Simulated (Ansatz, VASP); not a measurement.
One calculation of CrGe4Mo, two programs

INCAR

```
PREC = Accurate
ENCUT = 520
EDIFF = 1E-7
ISMEAR = 0
SIGMA = 0.1
LREAL = False
LASPH = True
NELM = 100
ALGO = Normal
ISIF = 2
LWAVE = False
LCHARG = False
GGA = PE
NBANDS = 50
```

KPOINTS

```
Automatic mesh
0
Gamma
  10 10 8
```

The input POSCAR:

```
CrGe4Mo
1.0
    2.3277634374     -4.0928126573      0.0000000000
    2.3277634374      4.0928126573      0.0000000000
    0.0000000000      0.0000000000      4.6537340974
Cr Ge Mo
1 4 1
Direct
    0.0000000000      0.0000000000      0.0000000000
    0.6619036709      0.3380963291      0.0000000000
    0.1599667418      0.8400332582      0.5000000000
    0.3380963291      0.6619036709      0.0000000000
    0.8400332582      0.1599667418      0.5000000000
    0.5000000000      0.5000000000      0.5000000000
```

Input for Ansatz:

```yaml
crystal:
  lattice:
    - [2.3277634374, -4.0928126573, 0.0]
    - [2.3277634374, 4.0928126573, 0.0]
    - [0.0, 0.0, 4.6537340974]
  atoms:
    - { symbol: Cr, position: [0.0, 0.0, 0.0] }
    - { symbol: Ge, position: [0.6619036709, 0.3380963291, 0.0] }
    - { symbol: Ge, position: [0.1599667418, 0.8400332582, 0.5] }
    - { symbol: Ge, position: [0.3380963291, 0.6619036709, 0.0] }
    - { symbol: Ge, position: [0.8400332582, 0.1599667418, 0.5] }
    - { symbol: Mo, position: [0.5, 0.5, 0.5] }
basis:
  ecutwfc: 420
kpoints:
  mp_grid: { grid: [10, 10, 8] }
  band_path:
    path:
      - [[0.0, 0.0, 0.0], [-0.5, 0.5, 0.0], [-0.33086749, 0.66913251, 0.0]]
      - [[0.33086749, 0.33086749, 0.0], [0.0, 0.0, 0.0], [0.0, 0.0, 0.5], [0.33086749, 0.33086749, 0.5]]
      - [[-0.33086749, 0.66913251, 0.5], [-0.5, 0.5, 0.5], [-0.5, 0.5, 0.0]]
      - [[0.0, 0.0, 0.0], [0.0, 0.5, 0.0], [0.0, 0.5, 0.5], [0.0, 0.0, 0.5], [-0.5, 0.5, 0.5]]
    npoints: 14
hamiltonian:
  xc: pbe
scf:
  occupations: { method: gaussian, width: 0.1 }
  n_extra_bands: 15
output:
  forces: true
  stress: true
  eigenvalues: true
  populations: true
  dos: { projected: true, de: 0.02, nscf_kmesh: { grid: [12, 12, 10] } }
  bader: true
  write_density: true
  write_potential: true
  elf: true
  volumetric_format: npy
```

Alike in both runs: task single point; functional PBE; k mesh 10 × 10 × 8; occupations gaussian, width 0.1 eV; no spin polarisation.

|  | VASP | Ansatz |
| --- | --- | --- |
| version | VASP 6.6.1 | Ansatz 0.2.0 |
| potentials or method | VASP PAW PBE potentials, release 64 (Cr_pv, Ge_d, Mo_sv), cutoff 520 eV | scalar-relativistic, plane waves, PAW |
| valence electrons in the cell | 82 | 84 |

Ansatz gave:

- gap on the k mesh at the Fermi level (eV): none
- pressure (GPa): 0.0

**Question.** Which values does VASP return?

**Answer.** gap on the k mesh at the Fermi level (eV): none; pressure (GPa): 0.2.

A gap of «none» marks a metal or a gap that the smearing closes. VASP's potentials hold 82 valence electrons a cell and Ansatz's 84, so a difference there can come from the potentials and not from the codes.
